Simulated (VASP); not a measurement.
# BeS (F-43m) in VASP: further runs

Runs on BeS. Level: r2SCAN. Tasks: single point.

Program: VASP 6.6.1. These are calculated values, not measurements. Logs are shortened: lines on timing, memory, paths and dates and some standing lists are left out, and cuts for length are marked.

## Step 1: The cell of the first run

Symmetry: F-43m, No. 216, cubic system. Conventional cell: a = 4.769 Å, b = 4.769 Å, c = 4.769 Å, α = 90.00°, β = 90.00°, γ = 90.00°. Within 2.7 Å of Be (site symmetry -43m) lie 4 S at 2.06 Å. Within 2.7 Å of S (site symmetry -43m) lie 4 Be at 2.06 Å.

## Step 2: Single point, r2SCAN

POSCAR reads:

```
BeS
1.0
    0.0000000000      2.3844156800      2.3844156800
    2.3844156800      0.0000000000      2.3844156800
    2.3844156800      2.3844156800      0.0000000000
Be S
1 1
Direct
    0.0000000000      0.0000000000      0.0000000000
    0.2500000000      0.2500000000      0.2500000000
```

INCAR.step1 reads:

```
SYSTEM = BeS
PREC     = Accurate       ! precision mode
ENCUT    = 520            ! plane-wave cutoff, eV
ISMEAR   = -1             ! smearing method
SIGMA    = 0.02           ! smearing width, eV
LREAL    = .FALSE.        ! projectors in reciprocal space
LASPH    = .TRUE.         ! aspherical terms in the spheres
NELM     = 60             ! most SCF steps
NBANDS   = 11             ! bands
GGA      = PE             ! functional
ALGO     = Normal         ! electronic algorithm
EDIFF    = 1E-4           ! SCF threshold, eV
LWAVE    = .TRUE.         ! write WAVECAR
LCHARG   = .FALSE.        ! write CHGCAR
```

INCAR.step2 reads:

```
SYSTEM = BeS
PREC     = Accurate       ! precision mode
ENCUT    = 520            ! plane-wave cutoff, eV
EDIFF    = 1E-6           ! SCF threshold, eV
ISMEAR   = -1             ! smearing method
SIGMA    = 0.02           ! smearing width, eV
LREAL    = .FALSE.        ! projectors in reciprocal space
LASPH    = .TRUE.         ! aspherical terms in the spheres
NELM     = 60             ! most SCF steps
ALGO     = Normal         ! electronic algorithm
ISIF     = 2              ! what is computed and relaxed
LWAVE    = .FALSE.        ! write WAVECAR
LCHARG   = .TRUE.         ! write CHGCAR
METAGGA  = R2SCAN         ! meta-GGA
LMIXTAU  = .TRUE.       
LELF     = .TRUE.         ! ELF
LVHAR    = .TRUE.       
NBANDS   = 11             ! bands
ISTART   = 1
```

KPOINTS reads:

```
Automatic mesh
0
G
  10 10 10
  0 0 0
```

Potentials or basis: VASP PAW PBE potentials, release 64 (Be, S).

The run is started by

```console
$ cat potpaw_PBE.64/Be/POTCAR potpaw_PBE.64/S/POTCAR > POTCAR
$ cp INCAR.step1 INCAR
$ mpirun -np 1 vasp_std > vasp.out
$ cp INCAR.step2 INCAR
$ mpirun -np 1 vasp_std > vasp.out
```

OUTCAR:

```text
SYSTEM = BeS
   PREC = Accurate
   ENCUT = 520
   EDIFF = 1E-6
   ISMEAR = -1
   LREAL = .FALSE.
   LASPH = .TRUE.
   NELM = 60
   ISIF = 2
   METAGGA = R2SCAN
   ISTART = 1

 ion  position               nearest neighbor table
   1  0.000  0.000  0.000-   2 2.06   2 2.06   2 2.06   2 2.06
   2  0.250  0.250  0.250-   1 2.06   1 2.06   1 2.06   1 2.06

  LATTYP: Found a face centered cubic cell.
 ALAT       =     4.7688313600

  Lattice vectors:

 A1 = (   0.0000000000,   2.3844156800,   2.3844156800)
 A2 = (   2.3844156800,   0.0000000000,   2.3844156800)
 A3 = (   2.3844156800,   2.3844156800,   0.0000000000)

Analysis of symmetry for initial positions (statically):
=====================================================================
 Subroutine PRICEL returns:
 Original cell was already a primitive cell.

 Routine SETGRP: Setting up the symmetry group for a
 face centered cubic supercell.

 Subroutine GETGRP returns: Found 24 space group operations
 (whereof 24 operations were pure point group operations)
 out of a pool of 48 trial point group operations.

The static configuration has the point symmetry T_d .

Analysis of symmetry for dynamics (positions and initial velocities):
=====================================================================
 Subroutine PRICEL returns:
 Original cell was already a primitive cell.

 Routine SETGRP: Setting up the symmetry group for a
 face centered cubic supercell.

 Subroutine GETGRP returns: Found 24 space group operations
 (whereof 24 operations were pure point group operations)
 out of a pool of 48 trial point group operations.

The dynamic configuration has the point symmetry T_d .

 Subroutine INISYM returns: Found 24 space group operations
 (whereof 24 operations are pure point group operations),
 and found     1 'primitive' translations

----------------------------------------------------------------------------------------

                                     Primitive cell

  volume of cell :      27.1129

  direct lattice vectors                    reciprocal lattice vectors
     0.000000000  2.384415680  2.384415680    -0.209694981  0.209694981  0.209694981
     2.384415680  0.000000000  2.384415680     0.209694981 -0.209694981  0.209694981
     2.384415680  2.384415680  0.000000000     0.209694981  0.209694981 -0.209694981

  length of vectors
     3.372072993  3.372072993  3.372072993     0.363202361  0.363202361  0.363202361

[... 80 lines left out ...]
   EDIFF  = 0.1E-05   stopping-criterion for ELM
   LREAL  =      F    real-space projection
   EDIFFG = 0.1E-04   stopping-criterion for IOM
   NSW    =      0    number of steps for IOM
   IBRION =     -1    ionic relax: 0-MD 1-quasi-New 2-CG
   NFREE  =      0    steps in history (QN), initial steepest desc. (CG)
   ISIF   =      2    stress and relaxation
   ISYM   =      2    0-nonsym 1-usesym 2-fastsym
   POTIM  = 0.5000    time-step for ionic-motion
   TEBEG  =    0.0;   TEEND  =   0.0 temperature during run
   PSTRESS=    0.0 pullay stress
   NELECT =       8.0000    total number of electrons
   NUPDOWN=      -1.0000    fix difference up-down
   EMIN   =  10.00;   EMAX   =-10.00  energy-range for DOS
   EFERMI =   0.00;   METHOD = LEGACY
   ISMEAR =    -1;   SIGMA  =   0.02  broadening in eV -4-tet -1-fermi 0-gaus
   EFERMI_NEDOS =   21; number of points for ismear=-14 and -15
   IALGO  =     38    algorithm
   IMIX   =      4    mixing-type and parameters
     AMIX     =   0.40;   BMIX     =  1.00
     AMIX_MAG =   1.60;   BMIX_MAG =  1.00
  volume/ion in A,a.u.               =      13.56        91.48
  Fermi-wavevector in a.u.,A,eV,Ry     =   1.089882  2.059579 16.161585  1.187843
  Thomas-Fermi vector in A             =   2.226095
   LORBIT       =      0    0 simple, 1 ext, 2 COOP (PROOUT), +10 PAW based schemes
   METAGGA = R2SCAN    functional components
   LHFCALC =     F    Hartree Fock is set to
   AEXX    =    0.0000 exact exchange contribution
   IVDW    =     0    specifies the selected vdW correction
   LEPSILON=     F    determine dielectric tensor
   LRPA    =     F    only Hartree local field effects (RPA)
 non-spin polarized calculation
  energy-cutoff  :      520.00
  volume of cell :       27.11
 maximum number of plane-waves:       745
 NGX is ok and might be reduce to    28
   NGX = 13   NGY = 13   NGZ = 13

 number of electron       8.0000001 magnetization

 Free energy of the ion-electron system (eV)
  ---------------------------------------------------
  ext. energy  EPLUGINS =         0.00000000
  ---------------------------------------------------
  free energy    TOTEN  =       -14.74804078 eV

  energy without entropy =      -14.74804078  energy(sigma->0) =      -14.74804078

 E-fermi :   4.9063     XC(G=0): -10.4056

 val. band max:        4.5097258597   @ k =   0.0000   0.0000   0.0000
 cond. band min:       7.9619455815   @ k =   0.5000   0.5000   0.0000
 fundamental gap:      3.4522197218
 Fermi energy:         4.9062569585

 k-point     1 :       0.0000    0.0000    0.0000
  band No.  band energies     occupation
      1     -10.1527      2.00000
      2       4.5097      2.00000
      3       4.5097      2.00000
      4       4.5097      2.00000
      5      10.7293      0.00000
      6      10.7293      0.00000
      7      10.7293      0.00000
      8      11.6650      0.00000
      9      18.0275      0.00000
     10      18.0275      0.00000
     11      20.8425      0.00000
[... 309 lines left out ...]
 k-point    24 :       0.4000    0.3000    0.0000
  band No.  band energies     occupation
      1      -8.3511      2.00000
      2       0.0186      2.00000
      3       1.8237      2.00000
      4       2.1034      2.00000
      5       9.0131      0.00000
      6      10.8400      0.00000
      7      15.7868      0.00000
      8      15.8351      0.00000
      9      19.9818      0.00000
     10      20.8370      0.00000
     11      23.0139      0.00000

 [... further k-points ...]
[... 5 lines left out ...]
  --------------------------------------------------------------------------------------
  -------------------------------------------------------------------------------------
  Total        1.2017656      1.2017656      1.2017656     -0.0000000      0.0000000      0.0000000
  in kB       71.0157105     71.0157105     71.0157105     -0.0000000      0.0000000      0.0000000
  external PRESSURE =      71.0157105 kB  Pullay stress =       0.0000000 kB

 VOLUME and BASIS-vectors are now :
 -----------------------------------------------------------------------------
  energy-cutoff  :      520.00
  volume of cell :       27.11
      direct lattice vectors                 reciprocal lattice vectors
     0.000000000  2.384415680  2.384415680    -0.209694981  0.209694981  0.209694981
     2.384415680  0.000000000  2.384415680     0.209694981 -0.209694981  0.209694981
     2.384415680  2.384415680  0.000000000     0.209694981  0.209694981 -0.209694981

 POSITION                                       TOTAL-FORCE (eV/Angst)
 -----------------------------------------------------------------------------------
      0.00000      0.00000      0.00000        -0.000000      0.000000     -0.000000
      1.19221      1.19221      1.19221         0.000000     -0.000000      0.000000
 -----------------------------------------------------------------------------------
    total drift:                               -0.000000     -0.000000     -0.000000

  FREE ENERGIE OF THE ION-ELECTRON SYSTEM (eV)
  ---------------------------------------------------
  free  energy   TOTEN  =       -14.7480407771 eV

  energy  without entropy=      -14.7480407770  energy(sigma->0) =      -14.74804078
```

OSZICAR.step1:

```text
N       E                     dE             d eps       ncg     rms          rms(c)
DAV:   1     0.208955499294E+02    0.20896E+02   -0.38464E+03  1042   0.624E+02
DAV:   2    -0.906591715078E+01   -0.29961E+02   -0.28965E+02  1384   0.121E+02
DAV:   3    -0.101723361771E+02   -0.11064E+01   -0.11046E+01  1349   0.229E+01
DAV:   4    -0.101785828181E+02   -0.62466E-02   -0.62450E-02  1226   0.200E+00
DAV:   5    -0.101786356325E+02   -0.52814E-04   -0.52813E-04  1404   0.184E-01    0.609E+00
DAV:   6    -0.100233074664E+02    0.15533E+00   -0.11352E-01  1207   0.171E+00    0.412E+00
DAV:   7    -0.997283530957E+01    0.50472E-01   -0.14012E-01  1334   0.200E+00    0.961E-01
DAV:   8    -0.997388788096E+01   -0.10526E-02   -0.68310E-03  1273   0.448E-01    0.155E-01
DAV:   9    -0.997396700694E+01   -0.79126E-04   -0.47878E-04  1273   0.142E-01
   1 F= -.99739670E+01 E0= -.99739670E+01  d E =-.333592E-11
```

It took 62 s on 1 thread of Intel Xeon Platinum 8259CL at 2.50GHz (Skylake/Cascade Lake), shared host; peak memory 0.16 GiB.

Results:

```yaml
Free_energy: -14.7480 eV
Pressure: 7.1 GPa
Band_gap_on_the_k_mesh: 3.45 eV, indirect (least direct gap 6.22 eV)
```

Levels at points of the mesh, in eV from the valence-band top:
```tsv
k point	band 1	band 2	band 3	band 4	band 5	band 6	band 7	band 8	band 9
(0.00, 0.00, 0.00)	-14.66	0.00	0.00	0.00	6.22	6.22	6.22	7.16	13.52
(0.50, 0.00, 0.00)	-12.84	-6.31	-1.13	-1.13	6.29	7.11	7.11	12.32	15.97
(0.50, 0.50, 0.00)	-12.21	-5.47	-2.90	-2.90	3.45	5.33	14.28	14.28	17.38
```

Caveat: the PAW data sets were made with another functional, which shifts forces and pressure a little.

## Step 3: Single point, r2SCAN

This run uses another cell than the first one, of 13.84 Å³/atom, 1.021 times its volume.

POSCAR reads:

```
BeS
1.0
    0.0000000000      2.4012078900      2.4012078900
    2.4012078900      0.0000000000      2.4012078900
    2.4012078900      2.4012078900      0.0000000000
Be S
1 1
Direct
    0.0000000000      0.0000000000      0.0000000000
    0.2500000000      0.2500000000      0.2500000000
```

INCAR.step1 reads:

```
SYSTEM = BeS
PREC = Accurate ; ENCUT = 520
ISMEAR = -1 ; SIGMA = 0.02
LREAL = .False. ; LASPH = .True.
NELM = 60 ; NBANDS = 11
GGA = PE ; ALGO = Normal
EDIFF = 1E-4 ; LWAVE = .True.
LCHARG = .False.
```

INCAR.step2 reads:

```
SYSTEM = BeS
PREC = Accurate ; ENCUT = 520
EDIFF = 1E-6 ; ISMEAR = -1
SIGMA = 0.02 ; LREAL = .False.
LASPH = .True. ; NELM = 60
ALGO = Normal ; ISIF = 2
LWAVE = .False. ; LCHARG = .False.
METAGGA = R2SCAN ; LMIXTAU = .True.
NBANDS = 11 ; ISTART = 1
```

KPOINTS reads:

```
Automatic mesh
0
Gamma
  10 10 10
  0 0 0
```

Potentials or basis: VASP PAW PBE potentials, release 64 (Be, S).

The run is started by

```console
$ cat potpaw_PBE.64/Be/POTCAR potpaw_PBE.64/S/POTCAR > POTCAR
$ cp INCAR.step1 INCAR
$ mpirun -np 1 vasp_std > vasp.out
$ cp INCAR.step2 INCAR
$ mpirun -np 1 vasp_std > vasp.out
```

OUTCAR:

```text
SYSTEM = BeS
   PREC = Accurate
   ENCUT = 520
   EDIFF = 1E-6
   ISMEAR = -1
   LREAL = .False.
   LASPH = .True.
   NELM = 60
   ISIF = 2
   METAGGA = R2SCAN
   ISTART = 1

 ion  position               nearest neighbor table
   1  0.000  0.000  0.000-   2 2.08   2 2.08   2 2.08   2 2.08
   2  0.250  0.250  0.250-   1 2.08   1 2.08   1 2.08   1 2.08

  LATTYP: Found a face centered cubic cell.
 ALAT       =     4.8024157800

  Lattice vectors:

[... 513 lines left out ...]
      5       8.8138      0.00000
      6      10.6246      0.00000
      7      15.4404      0.00000
      8      15.5130      0.00000
      9      19.4924      0.00000
     10      20.5198      0.00000
     11      22.5711      0.00000

 [... further k-points ...]
[... 5 lines left out ...]
  --------------------------------------------------------------------------------------
  -------------------------------------------------------------------------------------
  Total        0.7983941      0.7983941      0.7983941      0.0000000     -0.0000000      0.0000000
  in kB       46.1964521     46.1964521     46.1964521      0.0000000     -0.0000000      0.0000000
  external PRESSURE =      46.1964521 kB  Pullay stress =       0.0000000 kB

 VOLUME and BASIS-vectors are now :
 -----------------------------------------------------------------------------
  energy-cutoff  :      520.00
  volume of cell :       27.69
      direct lattice vectors                 reciprocal lattice vectors
     0.000000000  2.401207890  2.401207890    -0.208228535  0.208228535  0.208228535
     2.401207890  0.000000000  2.401207890     0.208228535 -0.208228535  0.208228535
     2.401207890  2.401207890  0.000000000     0.208228535  0.208228535 -0.208228535

 POSITION                                       TOTAL-FORCE (eV/Angst)
 -----------------------------------------------------------------------------------
      0.00000      0.00000      0.00000         0.000000      0.000000     -0.000000
      1.20060      1.20060      1.20060        -0.000000     -0.000000      0.000000
 -----------------------------------------------------------------------------------
    total drift:                                0.000000      0.000000      0.000000

  FREE ENERGIE OF THE ION-ELECTRON SYSTEM (eV)
  ---------------------------------------------------
  free  energy   TOTEN  =       -14.7691876604 eV

  energy  without entropy=      -14.7691876603  energy(sigma->0) =      -14.76918766
```

OUTCAR.step1:

```text
SYSTEM = BeS
   PREC = Accurate
   ENCUT = 520
   ISMEAR = -1
   LREAL = .False.
   LASPH = .True.
[... 557 lines left out ...]
      0.00000      0.00000      0.00000         0.000000      0.000000      0.000000
      1.20060      1.20060      1.20060        -0.000000     -0.000000     -0.000000
 -----------------------------------------------------------------------------------
    total drift:                               -0.000000     -0.000000     -0.000000

  FREE ENERGIE OF THE ION-ELECTRON SYSTEM (eV)
  ---------------------------------------------------
  free  energy   TOTEN  =        -9.9950590977 eV

  energy  without entropy=       -9.9950590977  energy(sigma->0) =       -9.99505910
```

OSZICAR.step1:

```text
N       E                     dE             d eps       ncg     rms          rms(c)
DAV:   1     0.206263468836E+02    0.20626E+02   -0.39929E+03  1034   0.630E+02
DAV:   2    -0.900364710405E+01   -0.29630E+02   -0.28538E+02  1347   0.121E+02
DAV:   3    -0.101794369624E+02   -0.11758E+01   -0.11736E+01  1332   0.233E+01
DAV:   4    -0.101866516637E+02   -0.72147E-02   -0.72133E-02  1266   0.215E+00
DAV:   5    -0.101867153137E+02   -0.63650E-04   -0.63649E-04  1370   0.198E-01    0.591E+00
DAV:   6    -0.100402619191E+02    0.14645E+00   -0.11393E-01  1221   0.167E+00    0.401E+00
DAV:   7    -0.999386285395E+01    0.46399E-01   -0.13076E-01  1320   0.192E+00    0.970E-01
DAV:   8    -0.999497032062E+01   -0.11075E-02   -0.66399E-03  1291   0.432E-01    0.154E-01
DAV:   9    -0.999505909770E+01   -0.88777E-04   -0.49157E-04  1293   0.142E-01
   1 F= -.99950591E+01 E0= -.99950591E+01  d E =-.122991E-10
```

Run time: 59 s. Hardware: 1 thread of Intel Xeon Platinum 8259CL at 2.50GHz (Skylake/Cascade Lake), shared host; peak memory 0.16 GiB.

Results:

```
Free energy            : -14.7692 eV
Pressure               : 4.6 GPa
Band gap on the k mesh : 3.50 eV, indirect (least direct gap 6.24 eV)
```

Levels at points of the mesh, in eV from the valence-band top:
```csv
k point,band 1,band 2,band 3,band 4,band 5,band 6,band 7,band 8
"(0.00, 0.00, 0.00)",-14.51,0.00,0.00,0.00,6.24,6.24,6.24,6.96
"(0.50, 0.00, 0.00)",-12.74,-6.16,-1.10,-1.10,6.21,7.13,7.13,12.21
"(0.50, 0.50, 0.00)",-12.14,-5.35,-2.82,-2.82,3.50,5.35,14.11,14.11
```

Caveat: the PAW data sets were made with another functional, which shifts forces and pressure a little. r2SCAN opens gaps a little over a GGA but as a rule still falls short of measured ones.
